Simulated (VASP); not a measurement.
Write the native input for VASP 6.6.1 that does the following.

```
Task                   : relaxation of cell and atoms
Functional             : PBE
Potentials or basis    : VASP PAW PBE potentials, release 64 (W_sv, Se)
Cutoff                 : 600 eV
k mesh                 : 10 × 10 × 6
Occupations            : fermi-dirac, width 0.08 eV
Spin                   : no spin polarisation
Dipole correction      : no
Further INCAR settings : ALGO = Normal; EDIFF = 1e-06; IBRION = 2; EDIFFG = -0.005; NSW = 100; ISIF = 3
```

The structure of WSe2 (CdI2 type) lies in POSCAR:

```
WSe2
1.0
    3.6677570001      0.0000000000      0.0000000000
   -1.8338785000      3.1763707370      0.0000000000
    0.0000000000      0.0000000000      5.8684112001
W Se
1 2
Direct
    0.0000000000      0.0000000000      0.0000000000
    0.3333333333      0.6666666667      0.2500000000
    0.6666666667      0.3333333333      0.7500000000
```

The input as run:

INCAR

```
SYSTEM = WSe2
PREC = Accurate
ENCUT = 600
EDIFF = 1E-6
ISMEAR = -1
SIGMA = 0.08
LREAL = .False.
LASPH = .True.
NELM = 80
ALGO = Normal
ISIF = 3
LWAVE = .False.
LCHARG = .False.
GGA = PE
IBRION = 2
NSW = 100
EDIFFG = -0.005
```

KPOINTS

```
Automatic mesh
0
Gamma
  10 10 6
  0 0 0
```

Potentials or basis: VASP PAW PBE potentials, release 64 (W_sv, Se).

Run with:

```bash
$ cat potpaw_PBE.64/W_sv/POTCAR potpaw_PBE.64/Se/POTCAR > POTCAR
$ mpirun -np 1 vasp_std > vasp.out
```

It gave:

```json
{"Relaxed volume": "23.48 Å³/atom", "Relaxed cell": "a = 3.303 Å, b = 3.303 Å, c = 7.456 Å, α = 90.00°, β = 90.00°, γ = 120.00°", "Space group after relaxing (to 0.1 Å)": "P-3m1 (No. 164)", "Energy gained by relaxing": "168.0 meV/atom", "Ionic steps": "47", "Pressure after relaxing": "0.0 GPa", "Largest force after relaxing": "0.003 eV/Å", "Band gap on the k mesh": "zero (bands 13 and 14 overlap by 0.48 eV)"}
```

Caveat: a cell axis changed by over 15 % at a fixed basis, so the end point is rough; spin-orbit coupling is left out, which moves the levels of the heavy elements; this functional lacks dispersion, which binds layers or chains, so the pressure and a relaxed spacing across them are unreliable.

It took 52 min on 1 thread of Intel Xeon 8259CL, with other jobs on the host, peak memory 0.3 GiB.
